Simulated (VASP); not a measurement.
A run of VASP 6.6.1 is set up as follows.

INCAR

```
SYSTEM = ZnCd5O6
  ALGO = Normal
  EDIFF = 1E-6
  ENCUT = 520
  GGA = PE
  ISIF = 2
  ISMEAR = 0
  LASPH = .True.
  LCHARG = .False.
  LREAL = .False.
  LWAVE = .False.
  NBANDS = 66
  NELM = 80
  PREC = Accurate
  SIGMA = 0.1
```

KPOINTS

```
k-points
0
Gamma
  6 4 2
  0 0 0
```

POSCAR

```
ZnCd5O6
1.0
    3.3033770000      0.0000000000      0.0000000000
    0.0000000000      4.7238379000      0.0000000000
    0.0000000000      0.0000000000     10.0008399000
Zn Cd O
1 5 6
Direct
    0.0000000000      0.0000000000      0.5000000000
    0.0000000000      0.0000000000      0.8271960000
    0.5000000000      0.5000000000      0.0000000000
    0.0000000000      0.0000000000      0.1728040000
    0.5000000000      0.5000000000      0.3390380000
    0.5000000000      0.5000000000      0.6609620000
    0.0000000000      0.5000000000      0.8313370000
    0.5000000000      0.0000000000      0.0000000000
    0.0000000000      0.5000000000      0.1686630000
    0.5000000000      0.0000000000      0.3521460000
    0.0000000000      0.5000000000      0.5000000000
    0.5000000000      0.0000000000      0.6478540000
```

Potentials or basis: VASP PAW PBE potentials, release 64 (Zn, Cd, O).

Launch:

```sh
$ cat potpaw_PBE.64/Zn/POTCAR potpaw_PBE.64/Cd/POTCAR potpaw_PBE.64/O/POTCAR > POTCAR
$ mpirun -np 1 vasp_std > vasp.out
```

Problem. What does it give for the pressure?

Solution. 1.2 GPa.

Problem. What does it give for the largest force?

Solution. 0.031 eV/Å.

Problem. Estimate the band gap on the k mesh.

Solution. Zero (bands 54 and 55 overlap by 0.26 eV).

Forces on the atoms (eV/Å):
```
Zn   0.000  0.000  0.000
Cd   0.000  0.000 -0.005
Cd   0.000  0.000  0.000
Cd   0.000  0.000  0.005
Cd   0.000  0.000 -0.031
Cd   0.000  0.000  0.031
O    0.000  0.000 -0.014
O    0.000  0.000  0.000
O    0.000  0.000  0.014
O    0.000  0.000  0.026
O    0.000  0.000  0.000
O    0.000  0.000 -0.026
```

Caveat: semilocal functionals underestimate gaps, so a narrow gap can read as zero.
